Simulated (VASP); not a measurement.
# Ta8N9 (a cell with a defect) in VASP: single point with PBE

Aim: the single point of Ta8N9 (a cell with a defect) with PBE.

Program: VASP 6.6.1. These are calculated values, not measurements. Logs are shortened: lines on timing, memory, paths and dates and some standing lists are left out, and cuts for length are marked.

## 1. The cell of the first run

The cell holds a defect, 17 atoms: a = 6.247 Å, b = 6.247 Å, c = 6.247 Å, α = 60.00°, β = 60.00°, γ = 60.00°.

## 2. Single point, PBE

INCAR

```
SYSTEM = Ta8N9
PREC = Accurate ; ENCUT = 520
EDIFF = 1E-7 ; ISMEAR = 0
SIGMA = 0.1 ; LREAL = Auto
LASPH = .True. ; NELM = 80
ALGO = Normal ; ISIF = 2
LWAVE = .False. ; LCHARG = .False.
GGA = PE ; NBANDS = 80
```

KPOINTS

```
regular mesh
0
Gamma
  5 5 5
  0 0 0
```

POSCAR

```
Ta8N9
1.0
    0.0000000000      4.4172695543     -4.4172695543
    4.4172695543      4.4172695543      0.0000000000
    4.4172695543      0.0000000000     -4.4172695543
Ta N
8 9
Direct
    0.2420023245      0.7745584592      0.2567297481
    0.2329663126      0.2475031208      0.2272136639
    0.7362939843      0.7584556384      0.2742558463
    0.7399470328      0.2301592618      0.2619974819
    0.2485696167      0.7292763008      0.7318727011
    0.2525470738      0.2875123386      0.7281768659
    0.7429994841      0.7536080737      0.7261678194
    0.6919101183      0.2927085350      0.7340773435
   -0.0265784097      0.0185361113      0.5216772424
    0.0254041549      0.5014147253      0.4635345375
    0.4526630027      0.0198277463      0.5113334091
    0.5161613916      0.5035560933      0.4451808919
    0.0409882163     -0.0876924071      1.0091217992
   -0.0357913408      0.5257546481      1.0090273969
    0.5161630894     -0.0141977978      0.9869595791
    0.4676099058      0.5182529551      1.0075656342
    0.9328276098      0.1893085739      0.9094724582
```

Potentials or basis: VASP PAW PBE potentials, release 64 (Ta_pv, N).

Command:

```console
cat potpaw_PBE.64/Ta_pv/POTCAR potpaw_PBE.64/N/POTCAR > POTCAR
mpirun -np 1 vasp_std > vasp.out
```

OUTCAR:

```text
SYSTEM = Ta8N9
   PREC = Accurate
   ENCUT = 520
   EDIFF = 1E-7
   ISMEAR = 0
   LREAL = Auto
   LASPH = .True.
   NELM = 80
   ISIF = 2
   GGA = PE

 ion  position               nearest neighbor table
   1  0.242  0.775  0.257-  13 2.06  12 2.08  15 2.16  10 2.18  16 2.24   9 2.25   2 2.84   5 2.86
                             6 2.99   4 3.00   7 3.04   3 3.09   3 3.16   7 3.23   6 3.25   4 3.26
   2  0.233  0.248  0.227-  14 2.17  10 2.18   9 2.18  15 2.23  11 2.24  16 2.24   1 2.84   6 2.94
                             8 2.98   4 3.03   5 3.05   3 3.12   3 3.17   5 3.20   4 3.23   8 3.28
   3  0.736  0.758  0.274-  13 2.09  10 2.14  12 2.14  14 2.21  11 2.21  15 2.26   7 2.83   8 2.91
                             4 2.92   5 2.97   1 3.09   2 3.12   1 3.16   2 3.17   5 3.31   4 3.33
   4  0.740  0.230  0.262-  17 1.99  12 2.04   9 2.19  11 2.21  14 2.31  16 2.33  13 2.53   3 2.92
                             7 2.94   6 2.99   1 3.00   8 3.01   2 3.03   2 3.23   1 3.26   8 3.27
   5  0.249  0.729  0.732-  13 2.06   9 2.17  14 2.18  16 2.20  11 2.21  12 2.27   8 2.75   6 2.76
                             1 2.86   3 2.97   2 3.05   7 3.10   7 3.15   2 3.20   3 3.31   1 3.41
   6  0.253  0.288  0.728-  17 1.98  12 2.14  11 2.16  10 2.18  14 2.30  15 2.32  13 2.64   5 2.76
                             8 2.78   2 2.94   4 2.99   1 2.99   7 3.06   7 3.21   1 3.25   4 3.28
   7  0.743  0.754  0.726-  15 2.18   9 2.21  14 2.24  11 2.25  16 2.27  10 2.28   3 2.83   4 2.94
                             8 3.03   1 3.04   6 3.06   5 3.10   5 3.15   6 3.21   1 3.23   8 3.24
   8  0.692  0.293  0.734-  17 1.96  12 2.09   9 2.17  15 2.17  16 2.22  10 2.43   5 2.75   6 2.78
                             3 2.91   2 2.98   4 3.01   7 3.03   7 3.24   4 3.27   2 3.28   3 3.37
   9  0.973  0.019  0.522-   8 2.17   5 2.17   2 2.18   4 2.19   7 2.21   1 2.25
  10  0.025  0.501  0.464-   3 2.14   2 2.18   1 2.18   6 2.18   7 2.28   8 2.43
  11  0.453  0.020  0.511-   6 2.16   5 2.21   4 2.21   3 2.21   2 2.24   7 2.25
  12  0.516  0.504  0.445-   4 2.04   1 2.08   8 2.09   6 2.14   3 2.14   5 2.27
  13  0.041  0.912  0.009-  17 1.42   5 2.06   1 2.06   3 2.09   4 2.53   6 2.64
  14  0.964  0.526  0.009-   2 2.17   5 2.18   3 2.21   7 2.24   6 2.30   4 2.31
  15  0.516  0.986  0.987-   1 2.16   8 2.17   7 2.18   2 2.23   3 2.26   6 2.32
  16  0.468  0.518  0.008-   5 2.20   8 2.22   1 2.24   2 2.24   7 2.27   4 2.33
  17  0.933  0.189  0.909-  13 1.42   8 1.96   6 1.98   4 1.99

  LATTYP: Found a face centered cubic cell.
 ALAT       =     8.8345391086

  Lattice vectors:

 A1 = (   0.0000000000,   4.4172695543,  -4.4172695543)
 A2 = (   4.4172695543,   4.4172695543,   0.0000000000)
 A3 = (   4.4172695543,   0.0000000000,  -4.4172695543)

Analysis of symmetry for initial positions (statically):
=====================================================================
 Subroutine PRICEL returns:
 Original cell was already a primitive cell.

 Routine SETGRP: Setting up the symmetry group for a
 face centered cubic supercell.

 Subroutine GETGRP returns: Found  1 space group operations
 (whereof  1 operations were pure point group operations)
 out of a pool of 48 trial point group operations.

[... 162 lines left out ...]
   IMIX   =      4    mixing-type and parameters
     AMIX     =   0.40;   BMIX     =  1.00
     AMIX_MAG =   1.60;   BMIX_MAG =  1.00
  volume/ion in A,a.u.               =      10.14        68.43
  Fermi-wavevector in a.u.,A,eV,Ry     =   1.501510  2.837442 30.674762  2.254531
  Thomas-Fermi vector in A             =   2.612871
   LORBIT       =      0    0 simple, 1 ext, 2 COOP (PROOUT), +10 PAW based schemes
   GGA     = PE    functional components
   LHFCALC =     F    Hartree Fock is set to
   AEXX    =    0.0000 exact exchange contribution
   IVDW    =     0    specifies the selected vdW correction
   LEPSILON=     F    determine dielectric tensor
   LRPA    =     F    only Hartree local field effects (RPA)
 non-spin polarized calculation
 Gauss-broadening in eV      SIGMA  =   0.10
  energy-cutoff  :      520.00
  volume of cell :      172.38
 maximum number of plane-waves:      4675
   NGX = 23   NGY = 23   NGZ = 23

 number of electron     133.0000000 magnetization

 Free energy of the ion-electron system (eV)
  ---------------------------------------------------
  ext. energy  EPLUGINS =         0.00000000
  ---------------------------------------------------
  free energy    TOTEN  =      -179.89404782 eV

  energy without entropy =     -179.86618705  energy(sigma->0) =     -179.88011744

 E-fermi :   9.2879     XC(G=0): -13.5127

 val. band max:        9.2769565033   @ k =  -0.4000   0.4000   0.2000
 cond. band min:       9.2941225580   @ k =  -0.4000   0.0000   0.2000
 fundamental gap:      0.0171660547
 Fermi energy:         9.2879050097

 k-point     1 :       0.0000    0.0000    0.0000
  band No.  band energies     occupation
      1     -27.0024      2.00000
      2     -26.9191      2.00000
      3     -26.8998      2.00000
      4     -26.8853      2.00000
      5     -26.8272      2.00000
      6     -26.7692      2.00000
[... 1933 lines left out ...]
     77      11.6963      0.00000
     78      11.8051      0.00000

 [... further k-points ...]

 [bands above 78 left out]

------------------------ aborting loop because EDIFF is reached ----------------------------------------

  FORCE on cell =-STRESS in cart. coord.  units (eV):
  Direction    XX          YY          ZZ          XY          YZ          ZX
  --------------------------------------------------------------------------------------
  -------------------------------------------------------------------------------------
  Total       28.1375153     22.0535132     28.2648242     -0.3503045      0.0377247      1.5449072
  in kB      261.5198299    204.9730031    262.7030828     -3.2558517      0.3506267     14.3589034
  external PRESSURE =     243.0653053 kB  Pullay stress =       0.0000000 kB

 VOLUME and BASIS-vectors are now :
 -----------------------------------------------------------------------------
  energy-cutoff  :      520.00
  volume of cell :      172.38
      direct lattice vectors                 reciprocal lattice vectors
     0.000000000  4.417269554 -4.417269554    -0.113192096  0.113192096 -0.113192096
     4.417269554  4.417269554  0.000000000     0.113192096  0.113192096  0.113192096
     4.417269554  0.000000000 -4.417269554     0.113192096 -0.113192096 -0.113192096

 POSITION                                       TOTAL-FORCE (eV/Angst)
 -----------------------------------------------------------------------------------
      4.55548      4.49042     -2.20303         0.076028      0.069963      0.175590
      2.09695      2.12236     -2.03274         0.095553     -0.031697     -0.149752
      4.56176      6.60271     -4.46387         0.035112     -0.248361      0.266514
      2.17399      4.28522     -4.42586         0.305399     -0.058156     -0.200851
      6.45429      4.31941     -4.33088        -0.126604      0.162796     -0.103034
      4.48657      2.38559     -4.33212         0.332857      0.591429      0.207130
[... 9 lines left out ...]
      2.32268      4.35482     -2.09898        -0.082170      0.194399     -0.187589
      4.85361      4.95678     -8.13794        -1.172404     -1.180157     -1.258792
 -----------------------------------------------------------------------------------
    total drift:                               -0.000327     -0.001389     -0.003198

  FREE ENERGIE OF THE ION-ELECTRON SYSTEM (eV)
  ---------------------------------------------------
  free  energy   TOTEN  =      -179.8940478219 eV

  energy  without entropy=     -179.8661870544  energy(sigma->0) =     -179.88011744
```

stdout:

```text
POSCAR found type information on POSCAR TaN
 POSCAR found :  2 types and      17 ions
 scaLAPACK will be used
 LDA part: xc-table for (Slater+PW92), standard interpolation
 POSCAR, INCAR and KPOINTS ok, starting setup
 FFT: planning ... GRIDC
 FFT: planning ... GRID_SOFT
 FFT: planning ... GRID
 WAVECAR not read
 entering main loop
```

Wall time 65 min (1 thread of Oxide Virtual Turin-like, shared host); peak memory 0.64 GiB.

Results:

```
Free energy            : -179.8940 eV
Pressure               : 24.3 GPa
Largest force          : 2.086 eV/Å
Band gap on the k mesh : zero (an odd number of electrons rules out a gap without spin polarisation)
```

Forces on the atoms (eV/Å):
```
Ta   0.076  0.070  0.176
Ta   0.096 -0.032 -0.150
Ta   0.035 -0.248  0.267
Ta   0.305 -0.058 -0.201
Ta  -0.127  0.163 -0.103
Ta   0.333  0.591  0.207
Ta   0.141  0.264  0.156
Ta   0.034  0.469  0.322
N    0.068  0.126 -0.202
N    0.462 -0.434  0.105
N    0.133 -0.003  0.063
N   -0.031  0.194  0.302
N   -0.116 -0.293  0.243
N   -0.366 -0.068  0.132
N    0.210  0.245  0.130
N   -0.082  0.194 -0.188
N   -1.172 -1.180 -1.259
```

Caveat: spin-orbit coupling is left out, which moves the levels of the heavy elements.
